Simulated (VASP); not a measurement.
Wanted: the native input for a VASP 6.6.1 run.

```yaml
Task: single point
Functional: PBE
Potentials_or_basis: VASP PAW PBE potentials, release 64 (Cl, Na_pv)
Cutoff: 520 eV
k_mesh: 8 × 8 × 8
Occupations: gaussian, width 0.011 eV
Spin: no spin polarisation
Dipole_correction: no
Further_INCAR_settings: ALGO = Normal; EDIFF = 1e-06; NBANDS = 14
```

The structure of NaCl lies in POSCAR:

```
NaCl
1.0
    0.0000000000      2.7940632177      2.7940632177
    2.7940632177      0.0000000000      2.7940632177
    2.7940632177      2.7940632177      0.0000000000
Cl Na
1 1
Direct
    0.5000000000      0.5000000000      0.5000000000
    0.0000000000      0.0000000000      0.0000000000
```

The input as run:

INCAR

```
PREC = Accurate ; ENCUT = 520
EDIFF = 1E-6 ; ISMEAR = 0
SIGMA = 0.011 ; LREAL = F
LASPH = T ; NELM = 80
ALGO = Normal ; ISIF = 2
LWAVE = F ; LCHARG = F
GGA = PE ; NBANDS = 14
```

KPOINTS

```
regular mesh
0
Gamma
  8 8 8
```

Potentials or basis: VASP PAW PBE potentials, release 64 (Cl, Na_pv).

The run is started by

```sh
$ cat potpaw_PBE.64/Cl/POTCAR potpaw_PBE.64/Na_pv/POTCAR > POTCAR
$ mpirun -np 1 vasp_std > vasp.out
```

It gave:

| Quantity | Value |
| --- | --- |
| Pressure | 1.5 GPa |
| Band gap on the k mesh | 5.22 eV |

Wall time 16 s on 1 thread of Intel Xeon 8259CL, with other jobs on the host, peak memory 0.16 GiB.
